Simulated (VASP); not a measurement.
# NaTiBr3 (Pm-3m) in VASP: a series of runs, part 2 of 2

VASP 6.6.1. The steps go on from the part before.

### Step 3. Single point, PBE, collinear spin

This run uses another cell than the first one, of 29.58 Å³/atom.

File INCAR:

```
SYSTEM = NaTiBr3
PREC = Accurate
ENCUT = 520
EDIFF = 1E-6
ISMEAR = 0
SIGMA = 0.1
LREAL = .False.
LASPH = .True.
NELM = 150
ALGO = Normal
ISIF = 2
LWAVE = .False.
LCHARG = .False.
ISPIN = 2
MAGMOM = 0 1.2 0 0 0
LORBIT = 11
LMAXMIX = 4
GGA = PE
NBANDS = 32
```

File KPOINTS:

```
Automatic mesh
0
Gamma
  4 4 4
  0 0 0
```

File POSCAR:

```
NaTiBr3
1.0
    5.2882304286      0.0000000000      0.0000000000
    0.0000000000      5.2882304286      0.0000000000
    0.0000000000      0.0000000000      5.2882304286
Na Ti Br
1 1 3
Direct
    0.0000000000      0.0000000000      0.0000000000
    0.5000000000      0.5000000000      0.5000000000
    0.0000000000      0.5000000000      0.5000000000
    0.5000000000      0.0000000000      0.5000000000
    0.5000000000      0.5000000000      0.0000000000
```

Potentials or basis: VASP PAW PBE potentials, release 64 (Na_pv, Ti_sv, Br).

The run is started by

```console
$ cat potpaw_PBE.64/Na_pv/POTCAR potpaw_PBE.64/Ti_sv/POTCAR potpaw_PBE.64/Br/POTCAR > POTCAR
$ mpirun -np 1 vasp_std > vasp.out
```

OUTCAR:

```text
SYSTEM = NaTiBr3
   PREC = Accurate
   ENCUT = 520
   EDIFF = 1E-6
   ISMEAR = 0
   LREAL = .False.
   LASPH = .True.
   NELM = 150
   ISIF = 2
   ISPIN = 2
   LORBIT = 11
   GGA = PE

 ion  position               nearest neighbor table
   1  0.000  0.000  0.000-
   2  0.500  0.500  0.500-   3 2.64   4 2.64   5 2.64   5 2.64   4 2.64   3 2.64
   3  0.000  0.500  0.500-   2 2.64   2 2.64
   4  0.500  0.000  0.500-   2 2.64   2 2.64
   5  0.500  0.500  0.000-   2 2.64   2 2.64

  LATTYP: Found a simple cubic cell.
 ALAT       =     5.2882304286

  Lattice vectors:

 A1 = (   5.2882304286,   0.0000000000,   0.0000000000)
 A2 = (   0.0000000000,   5.2882304286,   0.0000000000)
 A3 = (   0.0000000000,   0.0000000000,   5.2882304286)

Analysis of symmetry for initial positions (statically):
=====================================================================
 Subroutine PRICEL returns:
 Original cell was already a primitive cell.

 Routine SETGRP: Setting up the symmetry group for a
 simple cubic supercell.

 Subroutine GETGRP returns: Found 48 space group operations
 (whereof 48 operations were pure point group operations)
 out of a pool of 48 trial point group operations.

The static configuration has the point symmetry O_h .

Analysis of symmetry for dynamics (positions and initial velocities):
=====================================================================
 Subroutine PRICEL returns:
 Original cell was already a primitive cell.

 Routine SETGRP: Setting up the symmetry group for a
 simple cubic supercell.

 Subroutine GETGRP returns: Found 48 space group operations
 (whereof 48 operations were pure point group operations)
 out of a pool of 48 trial point group operations.

The dynamic configuration has the point symmetry O_h .

Analysis of structural, dynamic, and magnetic symmetry:
=====================================================================
 Subroutine PRICEL returns:
 Original cell was already a primitive cell.
[... 152 lines left out ...]
 fundamental gap:      0.0465819185
 Fermi energy:         3.3865947942

 spin component 1

 k-point     1 :       0.0000    0.0000    0.0000
  band No.  band energies     occupation
      1     -54.6888      1.00000
      2     -31.0205      1.00000
      3     -31.0204      1.00000
      4     -31.0204      1.00000
      5     -23.0633      1.00000
      6     -23.0633      1.00000
[... 339 lines left out ...]
     31       9.2798      0.00000
     32      11.0060      0.00000
 Fermi energy:         3.3865947942

 spin component 2

 k-point     1 :       0.0000    0.0000    0.0000
  band No.  band energies     occupation
      1     -53.1671      1.00000
      2     -29.4979      1.00000
      3     -29.4979      1.00000
      4     -29.4979      1.00000
      5     -23.0621      1.00000
      6     -23.0621      1.00000
[... 339 lines left out ...]
     31       9.2956      0.00000
     32      11.0820      0.00000

------------------------ aborting loop because EDIFF is reached ----------------------------------------

  FORCE on cell =-STRESS in cart. coord.  units (eV):
  Direction    XX          YY          ZZ          XY          YZ          ZX
  --------------------------------------------------------------------------------------
  -------------------------------------------------------------------------------------
  Total        0.1711188      0.1711188      0.1711188     -0.0000000     -0.0000000     -0.0000000
  in kB        1.8538609      1.8538609      1.8538609     -0.0000000     -0.0000000     -0.0000000
  external PRESSURE =       1.8538609 kB  Pullay stress =       0.0000000 kB

 VOLUME and BASIS-vectors are now :
 -----------------------------------------------------------------------------
  energy-cutoff  :      520.00
  volume of cell :      147.89
      direct lattice vectors                 reciprocal lattice vectors
     5.288230429  0.000000000  0.000000000     0.189099173  0.000000000  0.000000000
     0.000000000  5.288230429  0.000000000     0.000000000  0.189099173  0.000000000
     0.000000000  0.000000000  5.288230429     0.000000000  0.000000000  0.189099173

 POSITION                                       TOTAL-FORCE (eV/Angst)
 -----------------------------------------------------------------------------------
      0.00000      0.00000      0.00000         0.000000      0.000000      0.000000
      2.64412      2.64412      2.64412         0.000000      0.000000      0.000000
      0.00000      2.64412      2.64412         0.000000      0.000000      0.000000
      2.64412      0.00000      2.64412         0.000000      0.000000      0.000000
      2.64412      2.64412      0.00000         0.000000      0.000000      0.000000
 -----------------------------------------------------------------------------------
    total drift:                                0.000000      0.000000     -0.000000

  FREE ENERGIE OF THE ION-ELECTRON SYSTEM (eV)
  ---------------------------------------------------
  free  energy   TOTEN  =       -19.4537150845 eV

  energy  without entropy=      -19.4313966005  energy(sigma->0) =      -19.44255584

 total charge

# of ion       s       p       d       tot
------------------------------------------
    1        0.014   5.950   0.000   5.964
    2        2.109   6.053   2.017  10.178
    3        1.603   3.291   0.016   4.910
    4        1.603   3.291   0.016   4.910
    5        1.603   3.291   0.016   4.910
--------------------------------------------------
tot          6.930  21.877   2.065  30.872

 magnetization (x)

# of ion       s       p       d       tot
------------------------------------------
    1        0.001   0.000   0.000   0.001
    2        0.010   0.009   1.551   1.570
    3       -0.001  -0.008   0.010   0.001
    4       -0.001  -0.008   0.010   0.001
    5       -0.001  -0.008   0.010   0.001
--------------------------------------------------
tot          0.009  -0.015   1.581   1.575
```

OSZICAR:

```text
N       E                     dE             d eps       ncg     rms          rms(c)
DAV:   1     0.405743253208E+03    0.40574E+03   -0.18114E+04  1352   0.118E+03
DAV:   2     0.303012287091E+02   -0.37544E+03   -0.35708E+03  1360   0.328E+02
DAV:   3    -0.174162275061E+02   -0.47717E+02   -0.46923E+02  1880   0.116E+02
DAV:   4    -0.202709476744E+02   -0.28547E+01   -0.28280E+01  1976   0.254E+01
DAV:   5    -0.204050539039E+02   -0.13411E+00   -0.13407E+00  1632   0.334E+00    0.933E+00
DAV:   6    -0.195934130501E+02    0.81164E+00   -0.92385E+00  1760   0.151E+01    0.609E+00
DAV:   7    -0.195043681255E+02    0.89045E-01   -0.71003E-01  1488   0.630E+00    0.244E+00
DAV:   8    -0.194763879157E+02    0.27980E-01   -0.15894E-01  1688   0.226E+00    0.145E+00
DAV:   9    -0.194521560741E+02    0.24232E-01   -0.54406E-02  1504   0.119E+00    0.603E-01
DAV:  10    -0.194536682124E+02   -0.15121E-02   -0.83454E-03  1536   0.575E-01    0.220E-01
DAV:  11    -0.194536430437E+02    0.25169E-04   -0.13084E-03  1552   0.222E-01    0.126E-01
DAV:  12    -0.194536862072E+02   -0.43163E-04   -0.66514E-04  1472   0.161E-01    0.660E-02
DAV:  13    -0.194537106983E+02   -0.24491E-04   -0.89692E-05  1512   0.630E-02    0.293E-02
DAV:  14    -0.194537145361E+02   -0.38378E-05   -0.22312E-05  1512   0.280E-02    0.996E-03
DAV:  15    -0.194537150845E+02   -0.54846E-06   -0.14256E-06  1352   0.743E-03
   1 F= -.19453715E+02 E0= -.19442556E+02  d E =-.223185E-01  mag=     2.0000
```

Wall time 3.7 min (1 thread of Intel Xeon 8259CL, shared host); peak memory 0.31 GiB.

Results:

| Quantity | Value |
| --- | --- |
| Free energy | -19.4537 eV |
| Pressure | 0.2 GPa |
| Band gap on the k mesh | zero (filled and empty bands overlap) |
| Net moment | 2.00 μB per cell |
| Site moments | Na +0.00; Ti +1.57; Br +0.00 μB |
| Valence electrons inside the program's atomic spheres | Na 5.96; Ti 10.18; Br 4.91 |

Levels at points of the mesh, in eV from the Fermi level:
Spin up:
```csv
k point,band 18,band 19,band 20,band 21,band 22,band 23,band 24,band 25
"(0.00, 0.00, 0.00)",-3.49,-3.49,-0.91,-0.91,-0.91,0.21,0.37,0.37
"(0.50, 0.00, 0.00)",-3.61,-3.61,-0.88,-0.01,-0.01,0.37,0.85,2.14
"(0.50, 0.50, 0.00)",-4.43,-3.04,0.00,0.00,0.24,0.55,2.33,2.91
"(0.50, 0.50, 0.50)",-3.02,-3.02,0.27,0.27,0.27,0.90,2.92,2.92
```
Spin down:
| k point | band 17 | band 18 | band 19 | band 20 | band 21 | band 22 |
| --- | --- | --- | --- | --- | --- | --- |
| (0.00, 0.00, 0.00) | -3.48 | -3.48 | -3.48 | 0.22 | 0.67 | 0.67 |
| (0.50, 0.00, 0.00) | -4.04 | -3.59 | -3.59 | 0.72 | 1.12 | 1.63 |
| (0.50, 0.50, 0.00) | -4.38 | -4.38 | -3.02 | 1.31 | 1.69 | 1.69 |
| (0.50, 0.50, 0.50) | -3.01 | -3.01 | -3.01 | 0.92 | 2.08 | 2.08 |

Caveat: semilocal functionals often make such compounds metallic where correlation or magnetic order opens a gap, which also shifts bond lengths.

### Step 4. Relaxation of cell and atoms, PBE, collinear spin

File INCAR:

```
PREC = Accurate
ENCUT = 600
EDIFF = 1E-6
ISMEAR = 0
SIGMA = 0.1
LREAL = F
LASPH = T
NELM = 150
ALGO = Normal
ISIF = 3
LWAVE = F
LCHARG = F
ISPIN = 2
MAGMOM = 0 1.2 0 0 0
LORBIT = 11
LMAXMIX = 4
GGA = PE
IBRION = 2
NSW = 90
EDIFFG = -0.04
```

File KPOINTS:

```
regular mesh
0
Gamma
  4 4 4
```

POSCAR: that of step 3 with these lines changed.

```diff
@@ -2,5 +2,5 @@
 1.0
-    5.2882304286      0.0000000000      0.0000000000
-    0.0000000000      5.2882304286      0.0000000000
-    0.0000000000      0.0000000000      5.2882304286
+    4.9011461337      0.0000000000      0.0000000000
+    0.0000000000      4.9011461337      0.0000000000
+    0.0000000000      0.0000000000      4.9011461337
 Na Ti Br
```

The run is started by

```console
$ cat potpaw_PBE.64/Na_pv/POTCAR potpaw_PBE.64/Ti_sv/POTCAR potpaw_PBE.64/Br/POTCAR > POTCAR
$ mpirun -np 1 vasp_std > vasp.out
```

Run time: 5.4 min. Hardware: 1 thread of Intel Xeon 8259CL, shared host; peak memory 0.32 GiB.

It converged, with:

```
Free energy                                           : -19.4519 eV
Relaxed volume                                        : 29.78 Å³/atom
Relaxed cell                                          : a = 5.300 Å, b = 5.300 Å, c = 5.300 Å, α = 90.00°, β = 90.00°, γ = 90.00°
Space group after relaxing (to 0.1 Å)                 : Pm-3m (No. 221)
Energy gained by relaxing                             : 175.6 meV/atom
Ionic steps                                           : 3
Pressure after relaxing                               : 0.0 GPa
Band gap on the k mesh                                : zero (filled and empty bands overlap)
Net moment                                            : 2.00 μB per cell
Site moments                                          : Na +0.00; Ti +1.57; Br +0.00 μB
Valence electrons inside the program's atomic spheres : Na 5.96; Ti 10.17; Br 4.91
```

The path:
```
step  energy change (eV)  largest force (eV/Å)  pressure (GPa)  volume (Å³)
   1              0.0000                0.0000           10.72       117.73
   2             -0.8750                0.0000            0.44       146.66
   3             -0.8778                0.0000            0.01       148.92
```

Final structure:
```
Na Ti Br
1.0
     5.30045    0.00000    0.00000
     0.00000    5.30045    0.00000
     0.00000    0.00000    5.30045
Na Ti Br
1 1 3
Direct
  0.00000 0.00000 0.00000
  0.50000 0.50000 0.50000
  0.00000 0.50000 0.50000
  0.50000 0.00000 0.50000
  0.50000 0.50000 0.00000
```

Levels at points of the mesh, in eV from the Fermi level:
Spin up:
| k point | band 18 | band 19 | band 20 | band 21 | band 22 | band 23 | band 24 | band 25 |
| --- | --- | --- | --- | --- | --- | --- | --- | --- |
| (0.00, 0.00, 0.00) | -3.48 | -3.48 | -0.90 | -0.90 | -0.89 | 0.22 | 0.37 | 0.37 |
| (0.50, 0.00, 0.00) | -3.59 | -3.59 | -0.87 | -0.01 | -0.01 | 0.37 | 0.84 | 2.14 |
| (0.50, 0.50, 0.00) | -4.40 | -3.02 | 0.00 | 0.00 | 0.24 | 0.55 | 2.33 | 2.88 |
| (0.50, 0.50, 0.50) | -3.01 | -3.01 | 0.27 | 0.27 | 0.27 | 0.92 | 2.89 | 2.89 |
Spin down:
```
           k point  band 15  band 16  band 17  band 18  band 19  band 20  band 21  band 22  band 23  band 24
(0.00, 0.00, 0.00)    -3.80    -3.80    -3.47    -3.47    -3.47     0.24     0.69     0.69     0.69     1.11
(0.50, 0.00, 0.00)    -4.38    -4.38    -4.02    -3.58    -3.58     0.74     1.12     1.62     1.68     1.68
(0.50, 0.50, 0.00)    -4.36    -4.36    -4.35    -4.35    -3.01     1.31     1.70     1.70     1.96     2.43
(0.50, 0.50, 0.50)    -5.01    -5.01    -3.00    -3.00    -3.00     0.94     2.08     2.08     2.08     3.56
```

Caveat: the volume moved by over 15 % at a fixed basis, so the end points are rough; semilocal functionals often make such compounds metallic where correlation or magnetic order opens a gap, which also shifts bond lengths.

### Step 5. Overview

```tsv
task	cell	cutoff (eV)	gap on the mesh (eV)	pressure (GPa)	moment (μB)
single point	a = 4.901 Å, 5 atoms	520	none	10.7	1.60
single point	a = 5.288 Å, 5 atoms	520	none	0.2	2.00
relaxation of cell and atoms	relaxed from a = 4.901 Å, 5 atoms	600	none	0.0	2.00
```

Alike in all rows: level PBE; potentials or basis VASP PAW PBE potentials, release 64 (Na_pv, Ti_sv, Br); spin collinear; k mesh 4 × 4 × 4; smearing gaussian 0.1 eV.

Caveats: semilocal functionals often make such compounds metallic where correlation or magnetic order opens a gap, which also shifts bond lengths; the cell stands under pressure (at least some runs); the volume moved by over 15 % at a fixed basis, so the end points are rough (at least some runs).

Absolute energies hang on the potentials; compare differences alone.

The gap in the log of VASP goes by the Fermi energy; the results here count the filled bands.